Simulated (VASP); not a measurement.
# SrO (F-43m) in VASP: further runs

The runs below take SrO through single point, relaxation of cell and atoms, with PBE.

Everything below comes from runs of VASP 6.6.1. Logs are shortened: lines on timing, memory, paths and dates and some standing lists are left out, and cuts for length are marked.

## Step 1: The cell of the first run

It takes space group F-43m (No. 216, cubic). Conventional cell: a = 5.613 Å, b = 5.613 Å, c = 5.613 Å, α = 90.00°, β = 90.00°, γ = 90.00°. Sr (site symmetry -43m) has 4 O at 2.43 Å within 3.2 Å. Within 3.2 Å of O (site symmetry -43m) lie 4 Sr at 2.43 Å.

## Step 2: Single point, PBE

Input file INCAR:

```
PREC     = Accurate       # precision mode
ENCUT    = 600            # plane-wave cutoff, eV
EDIFF    = 1E-6           # SCF threshold, eV
ISMEAR   = -4             # smearing method
SIGMA    = 0.05           # smearing width, eV
LREAL    = F              # projectors in reciprocal space
LASPH    = T              # aspherical terms in the spheres
NELM     = 120            # most SCF steps
ALGO     = Normal         # electronic algorithm
ISIF     = 2              # what is computed and relaxed
LWAVE    = F              # write WAVECAR
LCHARG   = F              # write CHGCAR
GGA      = PE             # functional
NBANDS   = 15             # bands
GGA_COMPAT= F
```

Input file KPOINTS:

```
Automatic mesh
0
Gamma
  8 8 8
```

Input file POSCAR:

```
SrO
1.0
    0.0000000000      2.8065526086      2.8065526086
    2.8065526086      0.0000000000      2.8065526086
    2.8065526086      2.8065526086      0.0000000000
Sr O
1 1
Direct
    0.5000000000      0.5000000000      0.5000000000
    0.2500000000      0.2500000000      0.2500000000
```

Potentials or basis: VASP PAW PBE potentials, release 64 (Sr_sv, O).

Launch:

```console
> cat potpaw_PBE.64/Sr_sv/POTCAR potpaw_PBE.64/O/POTCAR > POTCAR
> mpirun -np 1 vasp_std > vasp.out
```

OUTCAR:

```text
PREC = Accurate
   ENCUT = 600
   EDIFF = 1E-6
   ISMEAR = -4
   LREAL = F
   LASPH = T
   NELM = 120
   ISIF = 2
   GGA = PE

 ion  position               nearest neighbor table
   1  0.500  0.500  0.500-   2 2.43   2 2.43   2 2.43   2 2.43
   2  0.250  0.250  0.250-   1 2.43   1 2.43   1 2.43   1 2.43

  LATTYP: Found a face centered cubic cell.
 ALAT       =     5.6131052172

  Lattice vectors:

 A1 = (   0.0000000000,   2.8065526086,   2.8065526086)
 A2 = (   2.8065526086,   0.0000000000,   2.8065526086)
 A3 = (   2.8065526086,   2.8065526086,   0.0000000000)

Analysis of symmetry for initial positions (statically):
=====================================================================
 Subroutine PRICEL returns:
 Original cell was already a primitive cell.

 Routine SETGRP: Setting up the symmetry group for a
 face centered cubic supercell.

 Subroutine GETGRP returns: Found 24 space group operations
 (whereof 24 operations were pure point group operations)
 out of a pool of 48 trial point group operations.

The static configuration has the point symmetry T_d .

Analysis of symmetry for dynamics (positions and initial velocities):
=====================================================================
 Subroutine PRICEL returns:
 Original cell was already a primitive cell.

 Routine SETGRP: Setting up the symmetry group for a
 face centered cubic supercell.

 Subroutine GETGRP returns: Found 24 space group operations
 (whereof 24 operations were pure point group operations)
 out of a pool of 48 trial point group operations.

The dynamic configuration has the point symmetry T_d .

 Subroutine INISYM returns: Found 24 space group operations
 (whereof 24 operations are pure point group operations),
 and found     1 'primitive' translations

----------------------------------------------------------------------------------------

                                     Primitive cell

  volume of cell :      44.2130

  direct lattice vectors                    reciprocal lattice vectors
     0.000000000  2.806552609  2.806552609    -0.178154508  0.178154508  0.178154508
     2.806552609  0.000000000  2.806552609     0.178154508 -0.178154508  0.178154508
     2.806552609  2.806552609  0.000000000     0.178154508  0.178154508 -0.178154508

  length of vectors
     3.969064763  3.969064763  3.969064763     0.308572660  0.308572660  0.308572660

  position of ions in fractional coordinates (direct lattice)
     0.500000000  0.500000000  0.500000000
     0.250000000  0.250000000  0.250000000

  ion indices of the primitive-cell ions
   primitive index   ion index
                 1           1
                 2           2

----------------------------------------------------------------------------------------

 KPOINTS: Automatic mesh

Automatic generation of k-mesh.
 Grid dimensions read from file:
 generate k-points for:    8    8    8

 Generating k-lattice:

  Cartesian coordinates                     Fractional coordinates (reciprocal lattice)
    -0.022269314  0.022269314  0.022269314     0.125000000  0.000000000  0.000000000
     0.022269314 -0.022269314  0.022269314     0.000000000  0.125000000  0.000000000
     0.022269314  0.022269314 -0.022269314     0.000000000  0.000000000  0.125000000

  Length of vectors
     0.038571582  0.038571582  0.038571582

  Shift w.r.t. Gamma in fractional coordinates (k-lattice)
     0.000000000  0.000000000  0.000000000

 TETIRR: Found     76 inequivalent tetrahedra from     3072

 Subroutine IBZKPT returns following result:
 ===========================================

 Found     29 irreducible k-points:

 Following reciprocal coordinates:
            Coordinates               Weight
  0.000000  0.000000  0.000000      1.000000
  0.125000  0.000000  0.000000      8.000000
  0.250000  0.000000  0.000000      8.000000
  0.375000  0.000000  0.000000      8.000000
  0.500000  0.000000  0.000000      4.000000
  0.125000  0.125000  0.000000      6.000000
[... 16 lines left out ...]
  0.500000  0.250000  0.125000     48.000000
 -0.375000  0.250000  0.125000     24.000000
 [... further k-points ...]
   k-points           NKPTS =     29   k-points in BZ     NKDIM =     29   number of bands    NBANDS=     15
   number of dos      NEDOS =    301   number of ions     NIONS =      2
   total plane-waves  NPLWV =  32768
   dimension x,y,z NGX =    32 NGY =   32 NGZ =   32
   dimension x,y,z NGXF=    64 NGYF=   64 NGZF=   64
   ions per type =               1   1
   NGX,Y,Z   is equivalent  to a cutoff of  13.40, 13.40, 13.40 a.u.
   NGXF,Y,Z  is equivalent  to a cutoff of  26.81, 26.81, 26.81 a.u.
 SYSTEM =  unknown system
   PREC   = accura    normal or accurate (medium, high low for compatibility)
   ISTART =      0    job   : 0-new  1-cont  2-samecut
   ICHARG =      2    charge: 1-file 2-atom 10-const
   ISPIN  =      1    spin polarized calculation?
   LNONCOLLINEAR =      F non collinear calculations
   LSORBIT =      F    spin-orbit coupling
   LASPH  =      T    aspherical Exc in radial PAW
   ENCUT  =  600.0 eV  44.10 Ry    6.64 a.u.   7.93  7.93  7.93*2*pi/ulx,y,z
   NELM   =    120;   NELMIN=  2; NELMDL= -5     # of ELM steps
   EDIFF  = 0.1E-05   stopping-criterion for ELM
   LREAL  =      F    real-space projection
   EDIFFG = 0.1E-04   stopping-criterion for IOM
   NSW    =      0    number of steps for IOM
   IBRION =     -1    ionic relax: 0-MD 1-quasi-New 2-CG
   NFREE  =      0    steps in history (QN), initial steepest desc. (CG)
   ISIF   =      2    stress and relaxation
   ISYM   =      2    0-nonsym 1-usesym 2-fastsym
   POTIM  = 0.5000    time-step for ionic-motion
   TEBEG  =    0.0;   TEEND  =   0.0 temperature during run
   PSTRESS=    0.0 pullay stress
   NELECT =      16.0000    total number of electrons
   NUPDOWN=      -1.0000    fix difference up-down
   EMIN   =  10.00;   EMAX   =-10.00  energy-range for DOS
   EFERMI =   0.00;   METHOD = LEGACY
   ISMEAR =    -4;   SIGMA  =   0.05  broadening in eV -4-tet -1-fermi 0-gaus
   EFERMI_NEDOS =   21; number of points for ismear=-14 and -15
   IALGO  =     38    algorithm
   IMIX   =      4    mixing-type and parameters
     AMIX     =   0.40;   BMIX     =  1.00
     AMIX_MAG =   1.60;   BMIX_MAG =  1.00
  volume/ion in A,a.u.               =      22.11       149.18
  Fermi-wavevector in a.u.,A,eV,Ry     =   1.166626  2.204603 18.517749  1.361016
  Thomas-Fermi vector in A             =   2.303137
   LORBIT       =      0    0 simple, 1 ext, 2 COOP (PROOUT), +10 PAW based schemes
   GGA     = PE    functional components
   LHFCALC =     F    Hartree Fock is set to
   AEXX    =    0.0000 exact exchange contribution
   IVDW    =     0    specifies the selected vdW correction
   LEPSILON=     F    determine dielectric tensor
   LRPA    =     F    only Hartree local field effects (RPA)
 non-spin polarized calculation
 Fermi weights with tetrahedron method witout Bloechl corrections
  energy-cutoff  :      600.00
  volume of cell :       44.21
 maximum number of plane-waves:      1490
   NGX = 15   NGY = 15   NGZ = 15

 number of electron      16.0000004 magnetization

 Free energy of the ion-electron system (eV)
  ---------------------------------------------------
  ext. energy  EPLUGINS =         0.00000000
  ---------------------------------------------------
  free energy    TOTEN  =       -11.76752965 eV

  energy without entropy =      -11.76752965  energy(sigma->0) =      -11.76752965

 E-fermi :   0.2959     XC(G=0):  -8.5610

 val. band max:        0.2251928263   @ k =  -0.2500   0.5000   0.2500
 cond. band min:       2.7102778801   @ k =   0.0000   0.0000   0.0000
 fundamental gap:      2.4850850538
 Fermi energy:         0.2959185988

 k-point     1 :       0.0000    0.0000    0.0000
  band No.  band energies     occupation
      1     -32.0410      2.00000
      2     -14.5286      2.00000
      3     -13.9351      2.00000
      4     -13.9351      2.00000
      5     -13.9351      2.00000
      6      -0.5899      2.00000
      7      -0.5899      2.00000
      8      -0.5899      2.00000
      9       2.7103      0.00000
     10       8.2129      0.00000
     11       8.2129      0.00000
     12       9.5149      0.00000
     13       9.5149      0.00000
     14       9.5149      0.00000
     15      15.2179      0.00000

 k-point     2 :       0.1250    0.0000    0.0000
  band No.  band energies     occupation
      1     -32.0328      2.00000
      2     -14.8890      2.00000
      3     -13.9473      2.00000
      4     -13.9473      2.00000
      5     -13.6060      2.00000
      6      -0.6924      2.00000
      7      -0.5390      2.00000
      8      -0.5390      2.00000
      9       3.2178      0.00000
     10       7.9085      0.00000
     11       7.9085      0.00000
     12       9.1802      0.00000
     13       9.8748      0.00000
     14       9.8748      0.00000
     15      13.7387      0.00000

 k-point     3 :       0.2500    0.0000    0.0000
  band No.  band energies     occupation
      1     -32.0130      2.00000
      2     -15.3665      2.00000
      3     -13.9765      2.00000
      4     -13.9765      2.00000
      5     -13.2116      2.00000
      6      -0.7431      2.00000
      7      -0.4244      2.00000
      8      -0.4244      2.00000
      9       4.2746      0.00000
     10       7.6245      0.00000
     11       7.6245      0.00000
     12       8.4983      0.00000
     13      10.2247      0.00000
     14      10.2247      0.00000
     15      12.2991      0.00000
[... 343 lines left out ...]
 k-point    23 :       0.5000    0.2500    0.1250
  band No.  band energies     occupation
      1     -31.9821      2.00000
      2     -15.7920      2.00000
      3     -14.1863      2.00000
      4     -14.0506      2.00000
      5     -12.7238      2.00000
      6      -0.6733      2.00000
      7      -0.2757      2.00000
      8      -0.1010      2.00000
      9       5.1901      0.00000
     10       6.3074      0.00000
     11       8.0946      0.00000
     12       8.9121      0.00000
     13      10.2826      0.00000
     14      10.8189      0.00000
     15      12.4308      0.00000

 k-point    24 :      -0.3750    0.2500    0.1250
  band No.  band energies     occupation
      1     -31.9755      2.00000
      2     -15.8694      2.00000
      3     -14.2195      2.00000
      4     -14.0670      2.00000
      5     -12.6473      2.00000
      6      -0.4591      2.00000
      7      -0.3795      2.00000
      8      -0.0434      2.00000
      9       5.1175      0.00000
     10       6.4031      0.00000
     11       7.9807      0.00000
     12       9.0789      0.00000
     13      10.2022      0.00000
     14      11.0126      0.00000
     15      12.4117      0.00000

 [... further k-points ...]

------------------------ aborting loop because EDIFF is reached ----------------------------------------

  FORCE on cell =-STRESS in cart. coord.  units (eV):
  Direction    XX          YY          ZZ          XY          YZ          ZX
  --------------------------------------------------------------------------------------
  -------------------------------------------------------------------------------------
  Total        0.1030084      0.1030084      0.1030084      0.0000000      0.0000000      0.0000000
  in kB        3.7327892      3.7327892      3.7327892      0.0000000      0.0000000      0.0000000
  external PRESSURE =       3.7327892 kB  Pullay stress =       0.0000000 kB

 VOLUME and BASIS-vectors are now :
 -----------------------------------------------------------------------------
  energy-cutoff  :      600.00
  volume of cell :       44.21
      direct lattice vectors                 reciprocal lattice vectors
     0.000000000  2.806552609  2.806552609    -0.178154508  0.178154508  0.178154508
     2.806552609  0.000000000  2.806552609     0.178154508 -0.178154508  0.178154508
     2.806552609  2.806552609  0.000000000     0.178154508  0.178154508 -0.178154508

 POSITION                                       TOTAL-FORCE (eV/Angst)
 -----------------------------------------------------------------------------------
      2.80655      2.80655      2.80655         0.000000      0.000000      0.000000
      1.40328      1.40328      1.40328        -0.000000     -0.000000     -0.000000
 -----------------------------------------------------------------------------------
    total drift:                                0.000000      0.000000      0.000000

  FREE ENERGIE OF THE ION-ELECTRON SYSTEM (eV)
  ---------------------------------------------------
  free  energy   TOTEN  =       -11.7675296493 eV

  energy  without entropy=      -11.7675296493  energy(sigma->0) =      -11.76752965
```

Run time: 29 s. Hardware: 1 thread of AMD EPYC 7R43 (Zen 3), shared host; peak memory 0.15 GiB.

Results:

- Free energy: -11.7675 eV
- Pressure: 0.4 GPa
- Band gap on the k mesh: 2.49 eV (least direct gap 3.30 eV)

A k mesh can miss the band edges.

(Continued in part 2 of 2.)
